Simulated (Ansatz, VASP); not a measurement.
Given: the input of a run of VASP 6.6.1 on Sn.

Contents of INCAR:

```
SYSTEM = Sn
  PREC = Accurate
  ENCUT = 600
  EDIFF = 1E-6
  ISMEAR = -1
  SIGMA = 0.05
  LREAL = .FALSE.
  LASPH = .TRUE.
  NELM = 60
  ALGO = Normal
  ISIF = 3
  LWAVE = .FALSE.
  LCHARG = .FALSE.
  GGA = CA
  IBRION = 2
  NSW = 80
  EDIFFG = -0.005
```

Contents of KPOINTS:

```
Automatic mesh
0
G
  11 11 11
  0 0 0
```

File POSCAR:

```
Sn
1.0
   -1.7265390000      1.7755470000      2.3383420000
    1.7265390000     -1.7755470000      2.3383420000
    1.7265390000      1.7755470000     -2.3383420000
Sn
1
Direct
    0.0000000000      0.0000000000      0.0000000000
```

Potentials or basis: VASP PAW LDA potentials, release 64 (Sn_d).

Launch:

```bash
$ cat potpaw_LDA.64/Sn_d/POTCAR > POTCAR
$ mpirun -np 1 vasp_std > vasp.out
```

Translate it to Ansatz 0.2.0. Potentials there: all-electron LAPW, scalar-relativistic.

As run (the cutoff follows the program's own potentials):

input.yaml

```yaml
crystal:
  lattice:
    - [-1.726539, 1.775547, 2.338342]
    - [1.726539, -1.775547, 2.338342]
    - [1.726539, 1.775547, -2.338342]
  atoms:
    - { symbol: Sn, position: [0.0, 0.0, 0.0] }
kpoints:
  mp_grid: { grid: [11, 11, 11] }
scf:
  occupations: { method: fermi_dirac, width: 0.05 }
hamiltonian:
  xc: lda
  pseudopotentials: { kind: all_electron, lapw: { basis_error: 0.001 } }
output:
  forces: true
  stress: true
relax:
  f_tol: 0.005
  max_steps: 60
  cell: {}
```

Potentials or basis: all-electron LAPW, scalar-relativistic.

Launch:

```bash
$ ansatz run input.yaml --threads 1 --pin off --max-ram 3072MiB --backend cpu --events-out ev --progress --plain --runs-dir out
```

Both were run:

|  | VASP | Ansatz | Ansatz less VASP |
| --- | --- | --- | --- |
| relaxed volume (Å³/atom) | 25.92 | 25.90 | -0.018 |
| relaxed cell length with the largest relative difference (Å) | 3.300 | 3.300 | -0.0006 |

LDA's correlation is that of Perdew and Zunger in VASP and of Perdew and Wang (1992) in Ansatz. Ansatz ran all-electron here, and VASP with PAW potentials.
